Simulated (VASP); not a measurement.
A run of VASP 6.6.1 is set up as follows.

Contents of POSCAR:

```
P
1.0
    3.2882499709      0.0000000000      0.0000000000
   -1.6441249854      2.8477080088      0.0000000000
    0.0000000000      0.0000000000      3.1906007986
P
2
Direct
    0.3333333333      0.6666666667      0.2500000000
    0.6666666667      0.3333333333      0.7500000000
```

The input INCAR.step1:

```
SYSTEM = P
ALGO     = Normal         ! electronic algorithm
EDIFF    = 1E-4           ! SCF threshold, eV
ENCUT    = 520            ! plane-wave cutoff, eV
GGA      = PE             ! functional
ISMEAR   = 0              ! smearing method
LASPH    = .True.         ! aspherical terms in the spheres
LCHARG   = .False.        ! write CHGCAR
LREAL    = .False.        ! projectors in reciprocal space
LWAVE    = .True.         ! write WAVECAR
NBANDS   = 12             ! bands
NELM     = 80             ! most SCF steps
PREC     = Accurate       ! precision mode
SIGMA    = 0.02           ! smearing width, eV
```

The input INCAR.step2:

```
SYSTEM = P
ALGO     = Normal         ! electronic algorithm
EDIFF    = 1E-6           ! SCF threshold, eV
ENCUT    = 520            ! plane-wave cutoff, eV
ISIF     = 2              ! what is computed and relaxed
ISMEAR   = 0              ! smearing method
ISTART   = 1            
LASPH    = .True.         ! aspherical terms in the spheres
LCHARG   = .True.         ! write CHGCAR
LELF     = .True.         ! ELF
LMIXTAU  = .True.       
LREAL    = .False.        ! projectors in reciprocal space
LVHAR    = .True.       
LWAVE    = .False.        ! write WAVECAR
METAGGA  = R2SCAN         ! meta-GGA
NBANDS   = 12             ! bands
NELM     = 80             ! most SCF steps
PREC     = Accurate       ! precision mode
SIGMA    = 0.02           ! smearing width, eV
```

File KPOINTS:

```
k-points
0
Gamma
  7 7 6
  0 0 0
```

Potentials or basis: VASP PAW PBE potentials, release 64 (P).

The run is started by

```console
$ cat potpaw_PBE.64/P/POTCAR > POTCAR
$ cp INCAR.step1 INCAR
$ mpirun -np 1 vasp_std > vasp.out
$ cp INCAR.step2 INCAR
$ mpirun -np 1 vasp_std > vasp.out
```

Task: Estimate the pressure.

Result: -0.3 GPa.

Task: Predict the band gap on the k mesh.

Result: Zero (bands 5 and 6 overlap by 5.59 eV).

Stress tensor (GPa, compression positive):
```
-0.28  0.00  0.00
 0.00 -0.28  0.00
 0.00  0.00 -0.46
```

Caveat: the PAW data sets were made with another functional, which shifts forces and pressure a little.
